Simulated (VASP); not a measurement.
BeTe:

```
CELL_PARAMETERS angstrom
3.88313 0.00000 0.00000
0.00000 12.28406 0.00000
0.00000 0.00000 3.88380
ATOMIC_POSITIONS crystal
Be 0.00000 0.74859 0.26713
Be 0.50000 0.75141 0.73287
Be 0.50000 0.24859 0.73287
Be 0.00000 0.25141 0.26713
Te 0.00000 0.63920 0.75786
Te 0.50000 0.86080 0.24214
Te 0.50000 0.13920 0.24214
Te 0.00000 0.36080 0.75786
```

* Program: VASP 6.6.1
* Task: relaxation of cell and atoms
* Functional: PBE
* Dispersion: D3(BJ)
* Potentials or basis: VASP PAW PBE potentials, release 64 (Be, Te)
* Cutoff: 600 eV
* k mesh: 4 × 2 × 4
* Occupations: gaussian, width 0.1 eV
* Spin: no spin polarisation

At the start: pressure 7.7 GPa; volume 23.16 Å³/atom.

How do energy, volume and symmetry change on relaxing?

Over 12 steps the energy falls by 132.9 meV/atom and the volume is 26.75 Å³/atom (+15.5 %); space group Pmmn (No. 59, to 0.1 Å) before, I4/mmm (No. 139, to 0.1 Å).

Step by step:
```csv
step,energy change (eV),largest force (eV/Å),pressure (GPa),volume (Å³)
1,0.0000,1.2898,7.71,185.26
2,-0.6792,0.9597,-3.16,216.48
3,-0.7811,0.4204,-0.86,207.48
4,-0.9467,0.3538,-0.53,206.44
5,-1.0118,0.3516,0.02,205.00
6,-1.0318,0.1021,0.60,205.06
7,-1.0337,0.0420,0.84,205.09
8,-1.0475,0.0434,0.40,208.24
9,-1.0540,0.0514,-0.20,213.02
10,-1.0541,0.0503,-0.14,212.56
11,-1.0587,0.0436,-0.10,212.99
12,-1.0633,0.0309,0.00,213.98
```

Final structure:
```
Be Te
1.0
     3.86284    0.00000    0.00000
     0.00000   14.34091    0.00000
     0.00000    0.00000    3.86270
Be Te
4 4
Direct
  0.00000 0.75023 0.25572
  0.50000 0.74977 0.74428
  0.50000 0.25023 0.74428
  0.00000 0.24977 0.25572
  0.00000 0.64289 0.75625
  0.50000 0.85711 0.24375
  0.50000 0.14289 0.24375
  0.00000 0.35711 0.75625
```

Caveat: the volume moved by over 15 % at a fixed basis, so the end points are rough.
